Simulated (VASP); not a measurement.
# WC (P6_3/mmc) in VASP: single point with PBE

Aim: the single point of WC with PBE.

Program: VASP 6.6.1. These are calculated values, not measurements. Logs are shortened: lines on timing, memory, paths and dates and some standing lists are left out, and cuts for length are marked.

**1. The cell of the first run**

Symmetry: P6_3/mmc, No. 194, hexagonal system. The conventional cell has a = 2.975 Å, b = 2.975 Å, c = 11.032 Å, α = 90.00°, β = 90.00°, γ = 120.00°. W (site symmetry 3m) has 6 C at 2.18 to 2.22 Å and 7 W at 2.82 to 2.98 Å within 3.0 Å. C (site symmetry -3m) has 6 W at 2.18 Å and 6 C at 2.98 Å within 3.0 Å. C (site symmetry -6m2) has 6 W at 2.22 Å and 6 C at 2.98 Å within 3.0 Å.

The cell was generated, and may not be a known phase.

**2. Single point, PBE**

Contents of INCAR:

```
SYSTEM = WC
ALGO     = Normal         ! electronic algorithm
EDIFF    = 1E-6           ! SCF threshold, eV
ENCUT    = 1300           ! plane-wave cutoff, eV
GGA      = PE             ! functional
GGA_COMPAT= .False.      
ISIF     = 2              ! what is computed and relaxed
ISMEAR   = 0              ! smearing method
LASPH    = .True.         ! aspherical terms in the spheres
LCHARG   = .True.         ! write CHGCAR
LELF     = .True.         ! ELF
LREAL    = .False.        ! projectors in reciprocal space
LVHAR    = .True.       
LWAVE    = .False.        ! write WAVECAR
NBANDS   = 46             ! bands
NELM     = 120            ! most SCF steps
PREC     = Accurate       ! precision mode
SIGMA    = 0.1            ! smearing width, eV
```

Contents of KPOINTS:

```
k-points
0
Gamma
  12 12 4
  0 0 0
```

Contents of POSCAR:

```
WC
1.0
    2.9754196809      0.0000000000      0.0000000000
   -1.4877098404      2.5767890306      0.0000000000
    0.0000000000      0.0000000000     11.0315750592
W C
4 4
Direct
    0.6666666667      0.3333333333      0.8778465779
    0.3333333333      0.6666666667      0.1221534221
    0.3333333333      0.6666666667      0.3778465779
    0.6666666667      0.3333333333      0.6221534221
    0.0000000000      0.0000000000      0.0000000000
    0.0000000000      0.0000000000      0.5000000000
    0.6666666667      0.3333333333      0.2500000000
    0.3333333333      0.6666666667      0.7500000000
```

Potentials or basis: VASP PAW PBE potentials, release 64 (W_sv, C_h).

On the command line:

```bash
cat potpaw_PBE.64/W_sv/POTCAR potpaw_PBE.64/C_h/POTCAR > POTCAR
mpirun -np 1 vasp_std > vasp.out
```

OUTCAR:

```text
SYSTEM = WC
   EDIFF = 1E-6
   ENCUT = 1300
   GGA = PE
   ISIF = 2
   ISMEAR = 0
   LASPH = .True.
   LREAL = .False.
   NELM = 120
   PREC = Accurate

 ion  position               nearest neighbor table
   1  0.667  0.333  0.878-   5 2.18   5 2.18   5 2.18   8 2.22   8 2.22   8 2.22   4 2.82   2 3.20
                             2 3.20   2 3.20
   2  0.333  0.667  0.122-   5 2.18   5 2.18   5 2.18   7 2.22   7 2.22   7 2.22   3 2.82   1 3.20
                             1 3.20   1 3.20
   3  0.333  0.667  0.378-   6 2.18   6 2.18   6 2.18   7 2.22   7 2.22   7 2.22   2 2.82   4 3.20
                             4 3.20   4 3.20
   4  0.667  0.333  0.622-   6 2.18   6 2.18   6 2.18   8 2.22   8 2.22   8 2.22   1 2.82   3 3.20
                             3 3.20   3 3.20
   5  0.000  0.000  0.000-   1 2.18   2 2.18   2 2.18   1 2.18   1 2.18   2 2.18
   6  0.000  0.000  0.500-   3 2.18   4 2.18   3 2.18   4 2.18   4 2.18   3 2.18
   7  0.667  0.333  0.250-   2 2.22   3 2.22   2 2.22   3 2.22   2 2.22   3 2.22
   8  0.333  0.667  0.750-   1 2.22   4 2.22   1 2.22   4 2.22   1 2.22   4 2.22

  LATTYP: Found a hexagonal cell.
 ALAT       =     2.9754196809
 C/A-ratio  =     3.7075694330

  Lattice vectors:

 A1 = (   2.9754196809,   0.0000000000,   0.0000000000)
 A2 = (  -1.4877098404,   2.5767890306,   0.0000000000)
 A3 = (   0.0000000000,   0.0000000000,  11.0315750592)

Analysis of symmetry for initial positions (statically):
=====================================================================
 Subroutine PRICEL returns:
 Original cell was already a primitive cell.

 Routine SETGRP: Setting up the symmetry group for a
 hexagonal supercell.

 Subroutine GETGRP returns: Found 24 space group operations
 (whereof 12 operations were pure point group operations)
 out of a pool of 24 trial point group operations.

The static configuration has the point symmetry D_3d.
 The point group associated with its full space group is D_6h.

Analysis of symmetry for dynamics (positions and initial velocities):
=====================================================================
 Subroutine PRICEL returns:
 Original cell was already a primitive cell.

 Routine SETGRP: Setting up the symmetry group for a
 hexagonal supercell.

 Subroutine GETGRP returns: Found 24 space group operations
 (whereof 12 operations were pure point group operations)
 out of a pool of 24 trial point group operations.

The dynamic configuration has the point symmetry D_3d.
 The point group associated with its full space group is D_6h.

 Subroutine INISYM returns: Found 24 space group operations
 (whereof 12 operations are pure point group operations),
 and found     1 'primitive' translations

----------------------------------------------------------------------------------------

                                     Primitive cell

  volume of cell :      84.5794

  direct lattice vectors                    reciprocal lattice vectors
     2.975419681  0.000000000  0.000000000     0.336087042  0.194039944  0.000000000
    -1.487709840  2.576789031  0.000000000     0.000000000  0.388079889  0.000000000
     0.000000000  0.000000000 11.031575059     0.000000000  0.000000000  0.090648887

  length of vectors
     2.975419681  2.975419681 11.031575059     0.388079889  0.388079889  0.090648887

  position of ions in fractional coordinates (direct lattice)
     0.666666667  0.333333333  0.877846578
     0.333333333  0.666666667  0.122153422
     0.333333333  0.666666667  0.377846578
     0.666666667  0.333333333  0.622153422
     0.000000000  0.000000000  0.000000000
     0.000000000  0.000000000  0.500000000
     0.666666667  0.333333333  0.250000000
     0.333333333  0.666666667  0.750000000

  ion indices of the primitive-cell ions
   primitive index   ion index
                 1           1
                 2           2
                 3           3
                 4           4
                 5           5
                 6           6
                 7           7
                 8           8

----------------------------------------------------------------------------------------

 KPOINTS: k-points

Automatic generation of k-mesh.
 Grid dimensions read from file:
 generate k-points for:   12   12    4

 Generating k-lattice:

  Cartesian coordinates                     Fractional coordinates (reciprocal lattice)
     0.028007254  0.016169995  0.000000000     0.083333333 -0.000000000  0.000000000
     0.000000000  0.032339991  0.000000000     0.000000000  0.083333333  0.000000000
     0.000000000  0.000000000  0.022662222     0.000000000  0.000000000  0.250000000

  Length of vectors
     0.032339991  0.032339991  0.022662222

  Shift w.r.t. Gamma in fractional coordinates (k-lattice)
     0.000000000  0.000000000  0.000000000

 Subroutine IBZKPT returns following result:
 ===========================================

 Found     57 irreducible k-points:

 Following reciprocal coordinates:
            Coordinates               Weight
  0.000000  0.000000  0.000000      1.000000
  0.083333  0.000000  0.000000      6.000000
  0.166667  0.000000  0.000000      6.000000
  0.250000  0.000000  0.000000      6.000000
  0.333333  0.000000  0.000000      6.000000
  0.416667  0.000000  0.000000      6.000000
[... 16 lines left out ...]
  0.250000  0.000000  0.250000     12.000000
  0.333333  0.000000  0.250000     12.000000
 [... further k-points ...]
   k-points           NKPTS =     57   k-points in BZ     NKDIM =     57   number of bands    NBANDS=     46
   number of dos      NEDOS =    301   number of ions     NIONS =      8
   total plane-waves  NPLWV = 181440
   dimension x,y,z NGX =    36 NGY =   36 NGZ =  140
   dimension x,y,z NGXF=    72 NGYF=   72 NGZF=  280
   ions per type =               4   4
   NGX,Y,Z   is equivalent  to a cutoff of  20.11, 20.11, 21.10 a.u.
   NGXF,Y,Z  is equivalent  to a cutoff of  40.23, 40.23, 42.20 a.u.
 SYSTEM =  WC
   PREC   = accura    normal or accurate (medium, high low for compatibility)
   ISTART =      0    job   : 0-new  1-cont  2-samecut
   ICHARG =      2    charge: 1-file 2-atom 10-const
   ISPIN  =      1    spin polarized calculation?
   LNONCOLLINEAR =      F non collinear calculations
   LSORBIT =      F    spin-orbit coupling
   LASPH  =      T    aspherical Exc in radial PAW
   ENCUT  = 1300.0 eV  95.55 Ry    9.77 a.u.   8.75  8.75 32.43*2*pi/ulx,y,z
   NELM   =    120;   NELMIN=  2; NELMDL= -5     # of ELM steps
   EDIFF  = 0.1E-05   stopping-criterion for ELM
   LREAL  =      F    real-space projection
   EDIFFG = 0.1E-04   stopping-criterion for IOM
   NSW    =      0    number of steps for IOM
   IBRION =     -1    ionic relax: 0-MD 1-quasi-New 2-CG
   NFREE  =      0    steps in history (QN), initial steepest desc. (CG)
   ISIF   =      2    stress and relaxation
   ISYM   =      2    0-nonsym 1-usesym 2-fastsym
   POTIM  = 0.5000    time-step for ionic-motion
   TEBEG  =    0.0;   TEEND  =   0.0 temperature during run
   PSTRESS=    0.0 pullay stress
   NELECT =      72.0000    total number of electrons
   NUPDOWN=      -1.0000    fix difference up-down
   EMIN   =  10.00;   EMAX   =-10.00  energy-range for DOS
   EFERMI =   0.00;   METHOD = LEGACY
   ISMEAR =     0;   SIGMA  =   0.10  broadening in eV -4-tet -1-fermi 0-gaus
   EFERMI_NEDOS =   21; number of points for ismear=-14 and -15
   IALGO  =     38    algorithm
   IMIX   =      4    mixing-type and parameters
     AMIX     =   0.40;   BMIX     =  1.00
     AMIX_MAG =   1.60;   BMIX_MAG =  1.00
  volume/ion in A,a.u.               =      10.57        71.35
  Fermi-wavevector in a.u.,A,eV,Ry     =   1.551544  2.931993 32.753156  2.407289
  Thomas-Fermi vector in A             =   2.656048
   LORBIT       =      0    0 simple, 1 ext, 2 COOP (PROOUT), +10 PAW based schemes
   GGA     = PE    functional components
   LHFCALC =     F    Hartree Fock is set to
   AEXX    =    0.0000 exact exchange contribution
   IVDW    =     0    specifies the selected vdW correction
   LEPSILON=     F    determine dielectric tensor
   LRPA    =     F    only Hartree local field effects (RPA)
 non-spin polarized calculation
 Gauss-broadening in eV      SIGMA  =   0.10
  energy-cutoff  :     1300.00
  volume of cell :       84.58
 maximum number of plane-waves:      9024
 NGX is ok and might be reduce to    36
   NGX = 17   NGY = 17   NGZ = 65

 number of electron      72.0000001 magnetization

 Free energy of the ion-electron system (eV)
  ---------------------------------------------------
  ext. energy  EPLUGINS =         0.00000000
  ---------------------------------------------------
  free energy    TOTEN  =       -87.22688169 eV

  energy without entropy =      -87.20772039  energy(sigma->0) =      -87.21730104

 E-fermi :  12.0519     XC(G=0): -13.7250

 val. band max:       12.0460141680   @ k =   0.3333   0.0000   0.2500
 cond. band min:      12.0560218692   @ k =   0.1667   0.0833   0.0000
 fundamental gap:      0.0100077013
 Fermi energy:        12.0518856370

 k-point     1 :       0.0000    0.0000    0.0000
  band No.  band energies     occupation
      1     -62.7542      2.00000
      2     -62.7417      2.00000
      3     -62.7329      2.00000
      4     -62.7204      2.00000
      5     -27.3520      2.00000
      6     -27.1110      2.00000
[... 38 lines left out ...]
     45      13.1560      0.00000
     46      14.9019      0.00000

 k-point     2 :       0.0833    0.0000    0.0000
  band No.  band energies     occupation
      1     -62.7511      2.00000
      2     -62.7390      2.00000
      3     -62.7299      2.00000
      4     -62.7178      2.00000
      5     -27.3404      2.00000
      6     -27.1072      2.00000
[... 1070 lines left out ...]
 k-point    24 :       0.3333    0.0000    0.2500
  band No.  band energies     occupation
      1     -62.7186      2.00000
      2     -62.7136      2.00000
      3     -62.6971      2.00000
      4     -62.6921      2.00000
      5     -27.2516      2.00000
      6     -27.2256      2.00000
[... 38 lines left out ...]
     45      15.2586      0.00000
     46      16.7076      0.00000

 [... further k-points ...]

------------------------ aborting loop because EDIFF is reached ----------------------------------------

  FORCE on cell =-STRESS in cart. coord.  units (eV):
  Direction    XX          YY          ZZ          XY          YZ          ZX
  --------------------------------------------------------------------------------------
  -------------------------------------------------------------------------------------
  Total        0.4958076      0.4958076      0.4436438      0.0000000      0.0000000      0.0000000
  in kB        9.3920234      9.3920234      8.4038899      0.0000000      0.0000000      0.0000000
  external PRESSURE =       9.0626456 kB  Pullay stress =       0.0000000 kB

 VOLUME and BASIS-vectors are now :
 -----------------------------------------------------------------------------
  energy-cutoff  :     1300.00
  volume of cell :       84.58
      direct lattice vectors                 reciprocal lattice vectors
     2.975419681  0.000000000  0.000000000     0.336087042  0.194039944  0.000000000
    -1.487709840  2.576789031  0.000000000     0.000000000  0.388079889  0.000000000
     0.000000000  0.000000000 11.031575059     0.000000000  0.000000000  0.090648887

 POSITION                                       TOTAL-FORCE (eV/Angst)
 -----------------------------------------------------------------------------------
      1.48771      0.85893      9.68403        -0.000000     -0.000000     -0.000324
     -0.00000      1.71786      1.34754         0.000000      0.000000      0.000324
     -0.00000      1.71786      4.16824         0.000000      0.000000     -0.000324
      1.48771      0.85893      6.86333        -0.000000      0.000000      0.000324
      0.00000      0.00000      0.00000        -0.000000      0.000000      0.000000
      0.00000      0.00000      5.51579         0.000000      0.000000      0.000000
      1.48771      0.85893      2.75789        -0.000000     -0.000000      0.000000
     -0.00000      1.71786      8.27368        -0.000000     -0.000000      0.000000
 -----------------------------------------------------------------------------------
    total drift:                                0.000000     -0.000000      0.000000

  FREE ENERGIE OF THE ION-ELECTRON SYSTEM (eV)
  ---------------------------------------------------
  free  energy   TOTEN  =       -87.2268816876 eV

  energy  without entropy=      -87.2077203928  energy(sigma->0) =      -87.21730104
```

Wall time 7.7 min (1 thread of Intel Xeon 6975P-C (Granite Rapids), shared host); peak memory 0.86 GiB.

What came out:

* Free energy: -87.2269 eV
* Pressure: 0.9 GPa
* Band gap on the k mesh: zero (bands 36 and 37 overlap by 1.31 eV)

Levels at points of the mesh, in eV from the Fermi level:
```csv
k point,band 34,band 35,band 36,band 37,band 38,band 39
"(0.00, 0.00, 0.00)",-1.12,-1.12,-0.03,-0.01,-0.01,0.07
"(0.50, 0.00, 0.00)",-1.59,-1.32,0.03,1.45,2.65,2.87
"(0.00, 0.00, 0.50)",-0.81,-0.80,-0.80,-0.80,-0.80,0.67
"(0.50, 0.00, 0.50)",-2.48,-0.78,-0.78,2.69,2.69,2.94
```

Caveat: spin-orbit coupling is left out, which moves the levels of the heavy elements.
